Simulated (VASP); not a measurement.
# Si2W (C222) in VASP: single point with PBEsol

Aim: the single point of Si2W with PBEsol.

All numbers are computed with VASP 6.6.1; they aren't measurements. Logs are shortened: lines on timing, memory, paths and dates and some standing lists are left out, and cuts for length are marked.

## Step 1: The cell of the first run

It takes space group C222 (No. 21, orthorhombic). Conventional cell: a = 4.690 Å, b = 7.926 Å, c = 6.603 Å, α = 90.00°, β = 90.00°, γ = 90.00°. Within 3.4 Å of Si (site symmetry 2) lie 9 Si at 2.57 to 3.21 Å and 5 W at 2.59 to 2.68 Å. Within 3.4 Å of Si (site symmetry 1) lie 9 Si at 2.56 to 3.25 Å and 5 W at 2.57 to 2.71 Å. Within 3.4 Å of W (site symmetry 2) lie 10 Si at 2.57 to 2.71 Å and 4 W at 3.19 to 3.22 Å. W (site symmetry 222) has 10 Si at 2.59 to 2.68 Å and 4 W at 3.19 Å within 3.4 Å.

## Step 2: Single point, PBEsol (strain +0.0250 x Voigt [1, 0, 0, 0, 0, 0])

The input, INCAR:

```
PREC     = Accurate       # precision mode
ENCUT    = 520            # plane-wave cutoff, eV
EDIFF    = 1E-6           # SCF threshold, eV
ISMEAR   = 0              # smearing method
SIGMA    = 0.15           # smearing width, eV
LREAL    = False          # projectors in reciprocal space
LASPH    = True           # aspherical terms in the spheres
NELM     = 60             # most SCF steps
ALGO     = Normal         # electronic algorithm
ISIF     = 2              # what is computed and relaxed
LWAVE    = False          # write WAVECAR
LCHARG   = False          # write CHGCAR
GGA      = PS             # functional
NBANDS   = 43             # bands
```

The input, KPOINTS:

```
Automatic mesh
0
Gamma
  12 12 6
```

The input, POSCAR:

```
Si2W
1.0
    4.6904887667      0.0000000000      0.0000000000
   -2.3452443834      3.9630072470      0.0000000000
    0.0000000000      0.0000000000      6.6033074698
Si W
6 3
Direct
    0.8361793875      0.6723587749      0.5000000000
    0.1638206125      0.8361793875      0.8333333333
    0.6723587749      0.8361793875      0.1666666667
    0.1638206125      0.3276412251      0.5000000000
    0.8361793875      0.1638206125      0.8333333333
    0.3276412251      0.1638206125      0.1666666667
    0.0000000000      0.5000000000      0.1666666667
    0.5000000000      0.5000000000      0.8333333333
    0.5000000000      0.0000000000      0.5000000000
```

Potentials or basis: VASP PAW PBE potentials, release 64 (Si, W_sv).

Launch:

```
cat potpaw_PBE.64/Si/POTCAR potpaw_PBE.64/W_sv/POTCAR > POTCAR
mpirun -np 1 vasp_std > vasp.out
```

OUTCAR:

```text
PREC = Accurate
   ENCUT = 520
   EDIFF = 1E-6
   ISMEAR = 0
   LREAL = False
   LASPH = True
   NELM = 60
   ISIF = 2
   GGA = PS

 ion  position               nearest neighbor table
   1  0.836  0.672  0.500-   2 2.57   3 2.57   7 2.59   8 2.59   4 2.60   9 2.66   9 2.68   9 2.68
                             4 2.71   4 2.71
   2  0.164  0.836  0.833-   6 2.56   1 2.57   7 2.57   9 2.59   8 2.63   5 2.65   5 2.66   8 2.68
                             8 2.71   5 2.72
   3  0.672  0.836  0.167-   5 2.56   1 2.57   8 2.57   9 2.59   7 2.63   6 2.65   6 2.66   7 2.68
                             7 2.71   6 2.72
   4  0.164  0.328  0.500-   5 2.57   6 2.57   7 2.59   8 2.59   1 2.60   9 2.66   9 2.68   9 2.68
                             1 2.71   1 2.71
   5  0.836  0.164  0.833-   3 2.56   4 2.57   7 2.57   9 2.59   8 2.63   2 2.65   2 2.66   8 2.68
                             8 2.71   2 2.72
   6  0.328  0.164  0.167-   2 2.56   4 2.57   8 2.57   9 2.59   7 2.63   3 2.65   3 2.66   7 2.68
                             7 2.71   3 2.72
   7  0.000  0.500  0.167-   2 2.57   5 2.57   4 2.59   1 2.59   6 2.63   3 2.63   6 2.68   3 2.68
                             3 2.71   6 2.71   9 3.19   9 3.19   8 3.22   8 3.22
   8  0.500  0.500  0.833-   3 2.57   6 2.57   4 2.59   1 2.59   5 2.63   2 2.63   2 2.68   5 2.68
                             5 2.71   2 2.71   9 3.19   9 3.19   7 3.22   7 3.22
   9  0.500  0.000  0.500-   3 2.59   6 2.59   5 2.59   2 2.59   1 2.66   4 2.66   4 2.68   1 2.68
                             1 2.68   4 2.68   7 3.19   7 3.19   8 3.19   8 3.19

  Warning from LATTYP: Monoclinic adjustment (A1->A3, A2->A1, A3->A2)!
  LATTYP: Found a base centered orthorhombic cell.
 ALAT       =     4.6904887667
 B/A-ratio  =     1.6898056659
 C/A-ratio  =     1.4078079702

  Lattice vectors:

 A1 = (   2.3452443834,  -3.9630072470,   0.0000000000)
 A2 = (   2.3452443833,   3.9630072470,   0.0000000000)
 A3 = (   0.0000000000,   0.0000000000,   6.6033074698)

Analysis of symmetry for initial positions (statically):
=====================================================================
 Subroutine PRICEL returns:
 Original cell was already a primitive cell.

 Routine SETGRP: Setting up the symmetry group for a
 base centered orthorhombic supercell.

 Subroutine GETGRP returns: Found  4 space group operations
 (whereof  4 operations were pure point group operations)
 out of a pool of  8 trial point group operations.

The static configuration has the point symmetry D_2 .

Analysis of symmetry for dynamics (positions and initial velocities):
=====================================================================
 Subroutine PRICEL returns:
 Original cell was already a primitive cell.

 Routine SETGRP: Setting up the symmetry group for a
 base centered orthorhombic supercell.

 Subroutine GETGRP returns: Found  4 space group operations
 (whereof  4 operations were pure point group operations)
 out of a pool of  8 trial point group operations.

The dynamic configuration has the point symmetry D_2 .

 Subroutine INISYM returns: Found  4 space group operations
 (whereof  4 operations are pure point group operations),
 and found     1 'primitive' translations

----------------------------------------------------------------------------------------

                                     Primitive cell

  volume of cell :     122.7452

  direct lattice vectors                    reciprocal lattice vectors
     4.690488767  0.000000000  0.000000000     0.213197398  0.126166814  0.000000000
    -2.345244383  3.963007247  0.000000000     0.000000000  0.252333629  0.000000000
     0.000000000  0.000000000  6.603307470     0.000000000  0.000000000  0.151439260

  length of vectors
     4.690488767  4.604953600  6.603307470     0.247732104  0.252333629  0.151439260

  position of ions in fractional coordinates (direct lattice)
     0.836179388  0.672358775  0.500000000
     0.163820612  0.836179388  0.833333333
     0.672358775  0.836179388  0.166666667
     0.163820612  0.327641225  0.500000000
     0.836179388  0.163820612  0.833333333
     0.327641225  0.163820612  0.166666667
     0.000000000  0.500000000  0.166666667
     0.500000000  0.500000000  0.833333333
     0.500000000  0.000000000  0.500000000

  ion indices of the primitive-cell ions
   primitive index   ion index
                 1           1
                 2           2
                 3           3
                 4           4
                 5           5
                 6           6
                 7           7
                 8           8
                 9           9

----------------------------------------------------------------------------------------

 KPOINTS: Automatic mesh

Automatic generation of k-mesh.
 Grid dimensions read from file:
 generate k-points for:   12   12    6

 Generating k-lattice:

  Cartesian coordinates                     Fractional coordinates (reciprocal lattice)
     0.017766450  0.010513901  0.000000000     0.083333333  0.000000000  0.000000000
     0.000000000  0.021027802  0.000000000     0.000000000  0.083333333  0.000000000
     0.000000000  0.000000000  0.025239877     0.000000000  0.000000000  0.166666667

  Length of vectors
     0.020644342  0.021027802  0.025239877

  Shift w.r.t. Gamma in fractional coordinates (k-lattice)
     0.000000000  0.000000000  0.000000000

 Subroutine IBZKPT returns following result:
 ===========================================

 Found    172 irreducible k-points:

 Following reciprocal coordinates:
            Coordinates               Weight
  0.000000  0.000000  0.000000      1.000000
  0.083333  0.000000  0.000000      4.000000
  0.166667  0.000000  0.000000      4.000000
  0.250000  0.000000  0.000000      4.000000
  0.333333  0.000000  0.000000      4.000000
  0.416667 -0.000000  0.000000      4.000000
[... 16 lines left out ...]
  0.333333  0.166667  0.000000      4.000000
  0.416667  0.166667  0.000000      4.000000
 [... further k-points ...]
   k-points           NKPTS =    172   k-points in BZ     NKDIM =    172   number of bands    NBANDS=     43
   number of dos      NEDOS =    301   number of ions     NIONS =      9
   total plane-waves  NPLWV =  64800
   dimension x,y,z NGX =    36 NGY =   36 NGZ =   50
   dimension x,y,z NGXF=    72 NGYF=   72 NGZF=  100
   ions per type =               6   3
   NGX,Y,Z   is equivalent  to a cutoff of  12.76, 13.00, 12.59 a.u.
   NGXF,Y,Z  is equivalent  to a cutoff of  25.52, 25.99, 25.18 a.u.
 SYSTEM =  unknown system
   PREC   = accura    normal or accurate (medium, high low for compatibility)
   ISTART =      0    job   : 0-new  1-cont  2-samecut
   ICHARG =      2    charge: 1-file 2-atom 10-const
   ISPIN  =      1    spin polarized calculation?
   LNONCOLLINEAR =      F non collinear calculations
   LSORBIT =      F    spin-orbit coupling
   LASPH  =      T    aspherical Exc in radial PAW
   ENCUT  =  520.0 eV  38.22 Ry    6.18 a.u.   8.72  8.56 12.28*2*pi/ulx,y,z
   NELM   =     60;   NELMIN=  2; NELMDL= -5     # of ELM steps
   EDIFF  = 0.1E-05   stopping-criterion for ELM
   LREAL  =      F    real-space projection
   EDIFFG = 0.1E-04   stopping-criterion for IOM
   NSW    =      0    number of steps for IOM
   IBRION =     -1    ionic relax: 0-MD 1-quasi-New 2-CG
   NFREE  =      0    steps in history (QN), initial steepest desc. (CG)
   ISIF   =      2    stress and relaxation
   ISYM   =      2    0-nonsym 1-usesym 2-fastsym
   POTIM  = 0.5000    time-step for ionic-motion
   TEBEG  =    0.0;   TEEND  =   0.0 temperature during run
   PSTRESS=    0.0 pullay stress
   NELECT =      66.0000    total number of electrons
   NUPDOWN=      -1.0000    fix difference up-down
   EMIN   =  10.00;   EMAX   =-10.00  energy-range for DOS
   EFERMI =   0.00;   METHOD = LEGACY
   ISMEAR =     0;   SIGMA  =   0.15  broadening in eV -4-tet -1-fermi 0-gaus
   EFERMI_NEDOS =   21; number of points for ismear=-14 and -15
   IALGO  =     38    algorithm
   IMIX   =      4    mixing-type and parameters
     AMIX     =   0.40;   BMIX     =  1.00
     AMIX_MAG =   1.60;   BMIX_MAG =  1.00
  volume/ion in A,a.u.               =      13.64        92.04
  Fermi-wavevector in a.u.,A,eV,Ry     =   1.331235  2.515669 24.112054  1.772186
  Thomas-Fermi vector in A             =   2.460261
   LORBIT       =      0    0 simple, 1 ext, 2 COOP (PROOUT), +10 PAW based schemes
   GGA     = PS    functional components
   LHFCALC =     F    Hartree Fock is set to
   AEXX    =    0.0000 exact exchange contribution
   IVDW    =     0    specifies the selected vdW correction
   LEPSILON=     F    determine dielectric tensor
   LRPA    =     F    only Hartree local field effects (RPA)
 non-spin polarized calculation
 Gauss-broadening in eV      SIGMA  =   0.15
  energy-cutoff  :      520.00
  volume of cell :      122.75
 maximum number of plane-waves:      3334
   NGX = 17   NGY = 17   NGZ = 25

 number of electron      66.0000004 magnetization

 Free energy of the ion-electron system (eV)
  ---------------------------------------------------
  ext. energy  EPLUGINS =         0.00000000
  ---------------------------------------------------
  free energy    TOTEN  =       -79.22324232 eV

  energy without entropy =      -79.21874349  energy(sigma->0) =      -79.22099291

 E-fermi :  12.2868     XC(G=0): -12.5483

 val. band max:       12.2239868762   @ k =   0.4167   0.0833   0.5000
 cond. band min:      12.2987916900   @ k =   0.0000   0.5000   0.5000
 fundamental gap:      0.0748048138
 Fermi energy:        12.2868047004

 k-point     1 :       0.0000    0.0000    0.0000
  band No.  band energies     occupation
      1     -62.0442      2.00000
      2     -62.0140      2.00000
      3     -62.0079      2.00000
      4     -26.4015      2.00000
      5     -26.3993      2.00000
      6     -26.3918      2.00000
[... 35 lines left out ...]
     42      15.2668      0.00000
     43      15.5285      0.00000

 k-point     2 :       0.0833    0.0000    0.0000
  band No.  band energies     occupation
      1     -62.0441      2.00000
      2     -62.0140      2.00000
      3     -62.0080      2.00000
      4     -26.4106      2.00000
      5     -26.3949      2.00000
      6     -26.3921      2.00000
[... 35 lines left out ...]
     42      15.1316      0.00000
     43      15.5255      0.00000

 k-point     3 :       0.1667    0.0000    0.0000
  band No.  band energies     occupation
      1     -62.0440      2.00000
      2     -62.0137      2.00000
      3     -62.0083      2.00000
      4     -26.4207      2.00000
      5     -26.4008      2.00000
      6     -26.3882      2.00000
[... 35 lines left out ...]
     42      15.2784      0.00000
     43      15.9612      0.00000

 k-point     4 :       0.2500    0.0000    0.0000
  band No.  band energies     occupation
      1     -62.0438      2.00000
      2     -62.0133      2.00000
      3     -62.0089      2.00000
      4     -26.4294      2.00000
      5     -26.4074      2.00000
      6     -26.3869      2.00000
[... 863 lines left out ...]
     42      15.3034      0.00000
     43      15.7769      0.00000

 k-point    23 :       0.3333    0.1667    0.0000
  band No.  band energies     occupation
      1     -62.0433      2.00000
      2     -62.0131      2.00000
      3     -62.0095      2.00000
      4     -26.4399      2.00000
      5     -26.4140      2.00000
      6     -26.3949      2.00000
[... 35 lines left out ...]
     42      15.5506      0.00000
     43      15.6242      0.00000

 k-point    24 :       0.4167    0.1667    0.0000
  band No.  band energies     occupation
      1     -62.0433      2.00000
      2     -62.0124      2.00000
      3     -62.0102      2.00000
      4     -26.4414      2.00000
      5     -26.4155      2.00000
      6     -26.3923      2.00000
[... 35 lines left out ...]
     42      15.2625      0.00000
     43      15.6070      0.00000

 [... further k-points ...]
[... 5 lines left out ...]
  --------------------------------------------------------------------------------------
  -------------------------------------------------------------------------------------
  Total       -7.6079667     -1.2097597     -2.4592062      0.0000000      0.0000000      0.0000000
  in kB      -99.3058192    -15.7908386    -32.0997044      0.0000000      0.0000000      0.0000000
  external PRESSURE =     -49.0654541 kB  Pullay stress =       0.0000000 kB

 VOLUME and BASIS-vectors are now :
 -----------------------------------------------------------------------------
  energy-cutoff  :      520.00
  volume of cell :      122.75
      direct lattice vectors                 reciprocal lattice vectors
     4.690488767  0.000000000  0.000000000     0.213197398  0.126166814  0.000000000
    -2.345244383  3.963007247  0.000000000     0.000000000  0.252333629  0.000000000
     0.000000000  0.000000000  6.603307470     0.000000000  0.000000000  0.151439260

 POSITION                                       TOTAL-FORCE (eV/Angst)
 -----------------------------------------------------------------------------------
      2.34524      2.66456      3.30165         0.000000     -0.035496      0.000000
     -1.19265      3.31378      5.50276        -0.021754      0.022455      0.006735
      1.19265      3.31378      1.10055         0.021754      0.022455     -0.006735
     -0.00000      1.29844      3.30165        -0.000000      0.035496      0.000000
      3.53789      0.64922      5.50276         0.021754     -0.022455      0.006735
      1.15260      0.64922      1.10055        -0.021754     -0.022455     -0.006735
     -1.17262      1.98150      1.10055         0.000000      0.000000      0.020997
      1.17262      1.98150      5.50276         0.000000      0.000000     -0.020997
      2.34524      0.00000      3.30165         0.000000      0.000000      0.000000
 -----------------------------------------------------------------------------------
    total drift:                               -0.000000      0.000000     -0.000000

  FREE ENERGIE OF THE ION-ELECTRON SYSTEM (eV)
  ---------------------------------------------------
  free  energy   TOTEN  =       -79.2232423214 eV

  energy  without entropy=      -79.2187434917  energy(sigma->0) =      -79.22099291
```

It took 17 min on 1 thread of Intel Xeon Platinum 8488C (Sapphire Rapids), shared host; peak memory 0.72 GiB.

What came out:

* Free energy: -79.2232 eV
* Pressure: -4.9 GPa
* Largest force: 0.035 eV/Å
* Band gap on the k mesh: zero (band 33 reaches 12.33 eV, above the bottom of band 34 at 12.30 eV)

Forces in eV/Å, atoms in the order of the input:
```
Si   0.000 -0.035  0.000
Si  -0.022  0.022  0.007
Si   0.022  0.022 -0.007
Si   0.000  0.035  0.000
Si   0.022 -0.022  0.007
Si  -0.022 -0.022 -0.007
W    0.000  0.000  0.021
W    0.000  0.000 -0.021
W    0.000  0.000  0.000
```

Caveat: the cell differs from its parent crystal (strain +0.0250 x Voigt [1, 0, 0, 0, 0, 0]); the PAW data sets were made with another functional, which shifts forces and pressure a little; spin-orbit coupling is left out, which moves the levels of the heavy elements.
